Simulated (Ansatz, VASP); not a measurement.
This is a calculation of GaN for Ansatz 0.2.0.

The input input.yaml:

```yaml
crystal:
  lattice:
    - [0.0, 2.2535006075, 2.2535006075]
    - [2.2535006075, 0.0, 2.2535006075]
    - [2.2535006075, 2.2535006075, 0.0]
  atoms:
    - { symbol: Ga, position: [0.0, 0.0, 0.0] }
    - { symbol: "N", position: [0.25, 0.25, 0.25] }
kpoints:
  mp_grid: { grid: [6, 6, 6] }
scf:
  occupations: { method: fermi_dirac, width: 0.04 }
hamiltonian:
  xc: pbe
  pseudopotentials: { kind: all_electron, lapw: { basis_error: 0.002 } }
output:
  forces: true
  stress: true
  eigenvalues: true
```

Potentials or basis: all-electron LAPW, scalar-relativistic.

Run with:

```sh
$ ansatz run input.yaml --threads 1 --pin off --max-ram 3072MiB --backend cpu --events-out ev --progress --plain --runs-dir out
```

Question: Translate it to VASP 6.6.1. Potentials there: VASP PAW PBE potentials, release 64 (Ga_d, N).

Answer: As run (the cutoff follows the program's own potentials):

Contents of INCAR:

```
SYSTEM = GaN
PREC = Accurate
ENCUT = 520
EDIFF = 1E-6
ISMEAR = -1
SIGMA = 0.04
LREAL = .FALSE.
LASPH = .TRUE.
NELM = 80
ALGO = Normal
ISIF = 2
LWAVE = .FALSE.
LCHARG = .FALSE.
GGA = PE
NBANDS = 16
```

The input KPOINTS:

```
Automatic mesh
0
G
  6 6 6
  0 0 0
```

File POSCAR:

```
GaN
1.0
    0.0000000000      2.2535006075      2.2535006075
    2.2535006075      0.0000000000      2.2535006075
    2.2535006075      2.2535006075      0.0000000000
Ga N
1 1
Direct
    0.0000000000      0.0000000000      0.0000000000
    0.2500000000      0.2500000000      0.2500000000
```

Potentials or basis: VASP PAW PBE potentials, release 64 (Ga_d, N).

The run is started by

```console
$ cat potpaw_PBE.64/Ga_d/POTCAR potpaw_PBE.64/N/POTCAR > POTCAR
$ mpirun -np 1 vasp_std > vasp.out
```

Both were run:

|  | VASP | Ansatz | Ansatz less VASP |
| --- | --- | --- | --- |
| gap on the k mesh at the Fermi level (eV) | 1.72 | 1.73 | +0.010 |
| least direct gap on the mesh (eV) | 1.72 | 1.73 | +0.010 |
| pressure (GPa) | 5.0 | 4.9 | -0.16 |

Ansatz ran all-electron here, and VASP with PAW potentials.
